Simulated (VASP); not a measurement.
# HfN (Fm-3m) in VASP: notebook

The runs below take HfN through single point, with PBE.

Program: VASP 6.6.1. These are calculated values, not measurements. Logs are shortened: lines on timing, memory, paths and dates and some standing lists are left out, and cuts for length are marked.

### Step 1. The cell of the first run

Symmetry: Fm-3m, No. 225, cubic system. The conventional cell has a = 4.512 Å, b = 4.512 Å, c = 4.512 Å, α = 90.00°, β = 90.00°, γ = 90.00°. Hf (site symmetry m-3m) has 6 N at 2.26 Å within 3.0 Å. N (site symmetry m-3m) has 6 Hf at 2.26 Å within 3.0 Å.

### Step 2. Single point, PBE

The input, INCAR:

```
ALGO = Normal
EDIFF = 1E-7
ENCUT = 520
GGA = PE
ISIF = 2
ISMEAR = 0
LASPH = True
LCHARG = False
LREAL = False
LWAVE = False
NBANDS = 14
NELM = 60
PREC = Accurate
SIGMA = 0.1
```

The input, KPOINTS:

```
k-points
0
Gamma
  8 8 8
```

The input, POSCAR:

```
HfN
1.0
    0.0000000000      2.2560000000      2.2560000000
    2.2560000000      0.0000000000      2.2560000000
    2.2560000000      2.2560000000      0.0000000000
Hf N
1 1
Direct
    0.0000000000      0.0000000000      0.0000000000
    0.5000000000      0.5000000000      0.5000000000
```

Potentials or basis: VASP PAW PBE potentials, release 64 (Hf_pv, N).

Run with:

```console
cat potpaw_PBE.64/Hf_pv/POTCAR potpaw_PBE.64/N/POTCAR > POTCAR
mpirun -np 1 vasp_std > vasp.out
```

OUTCAR:

```text
EDIFF = 1E-7
   ENCUT = 520
   GGA = PE
   ISIF = 2
   ISMEAR = 0
   LASPH = True
   LREAL = False
   NELM = 60
   PREC = Accurate

 ion  position               nearest neighbor table
   1  0.000  0.000  0.000-   2 2.26   2 2.26   2 2.26   2 2.26   2 2.26   2 2.26
   2  0.500  0.500  0.500-   1 2.26   1 2.26   1 2.26   1 2.26   1 2.26   1 2.26

  LATTYP: Found a face centered cubic cell.
 ALAT       =     4.5120000000

  Lattice vectors:

 A1 = (   0.0000000000,   2.2560000000,   2.2560000000)
 A2 = (   2.2560000000,   0.0000000000,   2.2560000000)
 A3 = (   2.2560000000,   2.2560000000,   0.0000000000)

Analysis of symmetry for initial positions (statically):
=====================================================================
 Subroutine PRICEL returns:
 Original cell was already a primitive cell.

 Routine SETGRP: Setting up the symmetry group for a
 face centered cubic supercell.

 Subroutine GETGRP returns: Found 48 space group operations
 (whereof 48 operations were pure point group operations)
 out of a pool of 48 trial point group operations.

The static configuration has the point symmetry O_h .

Analysis of symmetry for dynamics (positions and initial velocities):
=====================================================================
 Subroutine PRICEL returns:
 Original cell was already a primitive cell.

 Routine SETGRP: Setting up the symmetry group for a
 face centered cubic supercell.

 Subroutine GETGRP returns: Found 48 space group operations
 (whereof 48 operations were pure point group operations)
 out of a pool of 48 trial point group operations.

The dynamic configuration has the point symmetry O_h .

 Subroutine INISYM returns: Found 48 space group operations
 (whereof 48 operations are pure point group operations),
 and found     1 'primitive' translations

----------------------------------------------------------------------------------------

                                     Primitive cell

  volume of cell :      22.9640

  direct lattice vectors                    reciprocal lattice vectors
     0.000000000  2.256000000  2.256000000    -0.221631206  0.221631206  0.221631206
     2.256000000  0.000000000  2.256000000     0.221631206 -0.221631206  0.221631206
     2.256000000  2.256000000  0.000000000     0.221631206  0.221631206 -0.221631206

  length of vectors
     3.190465797  3.190465797  3.190465797     0.383876509  0.383876509  0.383876509

  position of ions in fractional coordinates (direct lattice)
     0.000000000  0.000000000  0.000000000
     0.500000000  0.500000000  0.500000000

  ion indices of the primitive-cell ions
   primitive index   ion index
                 1           1
                 2           2

----------------------------------------------------------------------------------------

 KPOINTS: k-points

Automatic generation of k-mesh.
 Grid dimensions read from file:
 generate k-points for:    8    8    8

 Generating k-lattice:

  Cartesian coordinates                     Fractional coordinates (reciprocal lattice)
    -0.027703901  0.027703901  0.027703901     0.125000000  0.000000000  0.000000000
     0.027703901 -0.027703901  0.027703901     0.000000000  0.125000000  0.000000000
     0.027703901  0.027703901 -0.027703901     0.000000000  0.000000000  0.125000000

  Length of vectors
     0.047984564  0.047984564  0.047984564

  Shift w.r.t. Gamma in fractional coordinates (k-lattice)
     0.000000000  0.000000000  0.000000000

 Subroutine IBZKPT returns following result:
 ===========================================

 Found     29 irreducible k-points:

 Following reciprocal coordinates:
            Coordinates               Weight
  0.000000  0.000000  0.000000      1.000000
  0.125000  0.000000  0.000000      8.000000
  0.250000  0.000000  0.000000      8.000000
  0.375000  0.000000  0.000000      8.000000
  0.500000  0.000000  0.000000      4.000000
  0.125000  0.125000  0.000000      6.000000
[... 16 lines left out ...]
  0.500000  0.250000  0.125000     48.000000
 -0.375000  0.250000  0.125000     24.000000
 [... further k-points ...]
   k-points           NKPTS =     29   k-points in BZ     NKDIM =     29   number of bands    NBANDS=     14
   number of dos      NEDOS =    301   number of ions     NIONS =      2
   total plane-waves  NPLWV =  13824
   dimension x,y,z NGX =    24 NGY =   24 NGZ =   24
   dimension x,y,z NGXF=    48 NGYF=   48 NGZF=   48
   ions per type =               1   1
   NGX,Y,Z   is equivalent  to a cutoff of  12.51, 12.51, 12.51 a.u.
   NGXF,Y,Z  is equivalent  to a cutoff of  25.01, 25.01, 25.01 a.u.
 SYSTEM =  unknown system
   PREC   = accura    normal or accurate (medium, high low for compatibility)
   ISTART =      0    job   : 0-new  1-cont  2-samecut
   ICHARG =      2    charge: 1-file 2-atom 10-const
   ISPIN  =      1    spin polarized calculation?
   LNONCOLLINEAR =      F non collinear calculations
   LSORBIT =      F    spin-orbit coupling
   LASPH  =      T    aspherical Exc in radial PAW
   ENCUT  =  520.0 eV  38.22 Ry    6.18 a.u.   5.93  5.93  5.93*2*pi/ulx,y,z
   NELM   =     60;   NELMIN=  2; NELMDL= -5     # of ELM steps
   EDIFF  = 0.1E-06   stopping-criterion for ELM
   LREAL  =      F    real-space projection
   EDIFFG = 0.1E-05   stopping-criterion for IOM
   NSW    =      0    number of steps for IOM
   IBRION =     -1    ionic relax: 0-MD 1-quasi-New 2-CG
   NFREE  =      0    steps in history (QN), initial steepest desc. (CG)
   ISIF   =      2    stress and relaxation
   ISYM   =      2    0-nonsym 1-usesym 2-fastsym
   POTIM  = 0.5000    time-step for ionic-motion
   TEBEG  =    0.0;   TEEND  =   0.0 temperature during run
   PSTRESS=    0.0 pullay stress
   NELECT =      15.0000    total number of electrons
   NUPDOWN=      -1.0000    fix difference up-down
   EMIN   =  10.00;   EMAX   =-10.00  energy-range for DOS
   EFERMI =   0.00;   METHOD = LEGACY
   ISMEAR =     0;   SIGMA  =   0.10  broadening in eV -4-tet -1-fermi 0-gaus
   EFERMI_NEDOS =   21; number of points for ismear=-14 and -15
   IALGO  =     38    algorithm
   IMIX   =      4    mixing-type and parameters
     AMIX     =   0.40;   BMIX     =  1.00
     AMIX_MAG =   1.60;   BMIX_MAG =  1.00
  volume/ion in A,a.u.               =      11.48        77.48
  Fermi-wavevector in a.u.,A,eV,Ry     =   1.420440  2.684242 27.451783  2.017649
  Thomas-Fermi vector in A             =   2.541355
   LORBIT       =      0    0 simple, 1 ext, 2 COOP (PROOUT), +10 PAW based schemes
   GGA     = PE    functional components
   LHFCALC =     F    Hartree Fock is set to
   AEXX    =    0.0000 exact exchange contribution
   IVDW    =     0    specifies the selected vdW correction
   LEPSILON=     F    determine dielectric tensor
   LRPA    =     F    only Hartree local field effects (RPA)
 non-spin polarized calculation
 Gauss-broadening in eV      SIGMA  =   0.10
  energy-cutoff  :      520.00
  volume of cell :       22.96
 maximum number of plane-waves:       636
   NGX = 11   NGY = 11   NGZ = 11

 number of electron      15.0000001 magnetization

 Free energy of the ion-electron system (eV)
  ---------------------------------------------------
  ext. energy  EPLUGINS =         0.00000000
  ---------------------------------------------------
  free energy    TOTEN  =       -21.73920621 eV

  energy without entropy =      -21.73523640  energy(sigma->0) =      -21.73722131

 E-fermi :   8.4148     XC(G=0): -12.7539

 val. band max:        8.3766905265   @ k =   0.1250   0.0000   0.0000
 cond. band min:       8.4254430464   @ k =   0.3750   0.1250   0.0000
 fundamental gap:      0.0487525199
 Fermi energy:         8.4147522286

 k-point     1 :       0.0000    0.0000    0.0000
  band No.  band energies     occupation
      1     -22.7268      2.00000
      2     -22.7268      2.00000
      3     -22.7268      2.00000
      4      -9.1054      2.00000
      5       5.3983      2.00000
      6       5.3983      2.00000
      7       5.3983      2.00000
      8       8.0688      2.00000
      9       8.0688      2.00000
     10       8.0688      2.00000
     11      10.2586      0.00000
     12      10.3948      0.00000
     13      10.3948      0.00000
     14      17.9911      0.00000

 k-point     2 :       0.1250    0.0000    0.0000
  band No.  band energies     occupation
      1     -22.8820      2.00000
      2     -22.7398      2.00000
      3     -22.7398      2.00000
      4      -8.7520      2.00000
      5       4.0763      2.00000
      6       4.6121      2.00000
      7       4.6121      2.00000
      8       8.3767      1.40961
      9       8.5610      0.03857
     10       8.5610      0.03857
     11      11.2956      0.00000
     12      11.5003      0.00000
     13      11.5003      0.00000
     14      19.1600      0.00000

 k-point     3 :       0.2500    0.0000    0.0000
  band No.  band energies     occupation
      1     -23.2362      2.00000
      2     -22.7709      2.00000
      3     -22.7709      2.00000
      4      -7.8594      2.00000
      5       1.9625      2.00000
      6       3.3864      2.00000
      7       3.3864      2.00000
      8       8.9898      0.00000
      9       9.7621      0.00000
     10       9.7621      0.00000
     11      13.1150      0.00000
     12      13.7710      0.00000
     13      13.7710      0.00000
     14      20.6346      0.00000
[... 324 lines left out ...]
 k-point    23 :       0.5000    0.2500    0.1250
  band No.  band energies     occupation
      1     -23.4690      2.00000
      2     -23.0331      2.00000
      3     -22.8682      2.00000
      4      -7.0947      2.00000
      5       0.8652      2.00000
      6       2.6768      2.00000
      7       3.1089      2.00000
      8       8.6685      0.00033
      9      11.9365      0.00000
     10      12.1949      0.00000
     11      13.4327      0.00000
     12      15.6835      0.00000
     13      17.5945      0.00000
     14      19.6833      0.00000

 k-point    24 :      -0.3750    0.2500    0.1250
  band No.  band energies     occupation
      1     -23.5414      2.00000
      2     -23.0564      2.00000
      3     -22.8967      2.00000
      4      -6.9007      2.00000
      5       0.6747      2.00000
      6       2.6499      2.00000
      7       2.7139      2.00000
      8      10.0680      0.00000
      9      10.4947      0.00000
     10      12.8033      0.00000
     11      14.8076      0.00000
     12      16.2314      0.00000
     13      17.8423      0.00000
     14      19.1752      0.00000

 [... further k-points ...]

------------------------ aborting loop because EDIFF is reached ----------------------------------------

  FORCE on cell =-STRESS in cart. coord.  units (eV):
  Direction    XX          YY          ZZ          XY          YZ          ZX
  --------------------------------------------------------------------------------------
  -------------------------------------------------------------------------------------
  Total        0.6301802      0.6301802      0.6301802      0.0000000      0.0000000      0.0000000
  in kB       43.9671231     43.9671231     43.9671231      0.0000000      0.0000000      0.0000000
  external PRESSURE =      43.9671231 kB  Pullay stress =       0.0000000 kB

 VOLUME and BASIS-vectors are now :
 -----------------------------------------------------------------------------
  energy-cutoff  :      520.00
  volume of cell :       22.96
      direct lattice vectors                 reciprocal lattice vectors
     0.000000000  2.256000000  2.256000000    -0.221631206  0.221631206  0.221631206
     2.256000000  0.000000000  2.256000000     0.221631206 -0.221631206  0.221631206
     2.256000000  2.256000000  0.000000000     0.221631206  0.221631206 -0.221631206

 POSITION                                       TOTAL-FORCE (eV/Angst)
 -----------------------------------------------------------------------------------
      0.00000      0.00000      0.00000        -0.000000     -0.000000      0.000000
      2.25600      2.25600      2.25600         0.000000      0.000000     -0.000000
 -----------------------------------------------------------------------------------
    total drift:                                0.000000     -0.000000     -0.000000

  FREE ENERGIE OF THE ION-ELECTRON SYSTEM (eV)
  ---------------------------------------------------
  free  energy   TOTEN  =       -21.7392062122 eV

  energy  without entropy=      -21.7352364039  energy(sigma->0) =      -21.73722131
```

It took 7.6 s on 1 thread of AMD EPYC 9R45 (Zen 5), shared host; peak memory 0.1 GiB.

Results:

- Free energy: -21.7392 eV
- Pressure: 4.4 GPa

Levels at points of the mesh, in eV from the Fermi level:
```csv
k point,band 5,band 6,band 7,band 8,band 9,band 10,band 11,band 12
"(0.00, 0.00, 0.00)",-3.02,-3.02,-3.02,-0.35,-0.35,-0.35,1.84,1.98
"(0.50, 0.00, 0.00)",-8.90,-6.19,-6.19,3.30,3.73,3.73,4.45,8.89
"(0.50, 0.50, 0.00)",-5.40,-3.82,-3.68,-3.68,4.12,5.55,5.55,5.64
```

Caveat: spin-orbit coupling is left out, which moves the levels of the heavy elements.

[end of part 1 of 3]
